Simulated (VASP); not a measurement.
**HfO2: single point with PBEsol**

The system is HfO2.

```xyz
6
Lattice="0.0000 -2.5221 -2.5221 0.0000 2.5221 -2.5221 5.0441 0.0000 0.0000" Properties=species:S:1:pos:R:3 pbc="T T T"
Hf    0.0000    0.0000    0.0000
Hf    2.5221    0.0000   -2.5221
O     3.5687    1.2610   -1.2610
O     1.4754   -1.2610   -1.2610
O     1.0466    1.2610   -1.2610
O     3.9975   -1.2610   -1.2610
```

| Property | Result |
| --- | --- |
| Program | VASP 6.6.1 |
| Task | single point |
| Functional | PBEsol |
| Potentials or basis | VASP PAW PBE potentials, release 64 (Hf_pv, O) |
| Cutoff | 520 eV |
| k mesh | 6 × 6 × 6 |
| Occupations | gaussian, width 0.05 eV |
| Spin | no spin polarisation |

* Pressure: 0.8 GPa
* Largest force: 0.013 eV/Å
* Band gap on the k mesh: 4.39 eV (least direct gap 4.45 eV)

Forces on the atoms (eV/Å):
```
Hf   0.000  0.000  0.000
Hf   0.000  0.000  0.000
O   -0.013  0.000  0.000
O    0.013  0.000  0.000
O   -0.013  0.000  0.000
O    0.013  0.000  0.000
```

Stress tensor (GPa, compression positive):
```
 5.38  0.00  0.00
 0.00 -1.53  0.00
 0.00  0.00 -1.53
```

Levels at points of the mesh, in eV from the valence-band top:
| k point | band 19 | band 20 | band 21 | band 22 | band 23 | band 24 | band 25 | band 26 |
| --- | --- | --- | --- | --- | --- | --- | --- | --- |
| (0.00, 0.00, 0.00) | -0.33 | -0.26 | -0.26 | -0.06 | 4.39 | 4.42 | 5.44 | 6.08 |
| (0.50, 0.00, 0.00) | -1.61 | -1.61 | -0.12 | -0.12 | 4.82 | 4.82 | 5.98 | 5.98 |
| (0.50, 0.50, 0.00) | -0.83 | -0.83 | -0.39 | -0.39 | 5.17 | 5.17 | 6.08 | 6.08 |
| (0.00, 0.00, 0.50) | -0.64 | -0.64 | -0.16 | -0.16 | 5.14 | 5.14 | 5.42 | 5.42 |
| (0.50, 0.00, 0.50) | -1.50 | -1.50 | -1.19 | -1.19 | 5.08 | 5.08 | 5.39 | 5.39 |
| (0.50, 0.50, 0.50) | -1.48 | -1.48 | -0.11 | -0.11 | 5.73 | 5.73 | 5.99 | 5.99 |

It took 89 s on 1 thread of AMD EPYC 9R45 (Zen 5) (shared host), peak memory 0.18 GiB.

Caveat: the PAW data sets were made with another functional, which shifts forces and pressure a little; spin-orbit coupling is left out, which moves the levels of the heavy elements. A k mesh can miss the band edges.
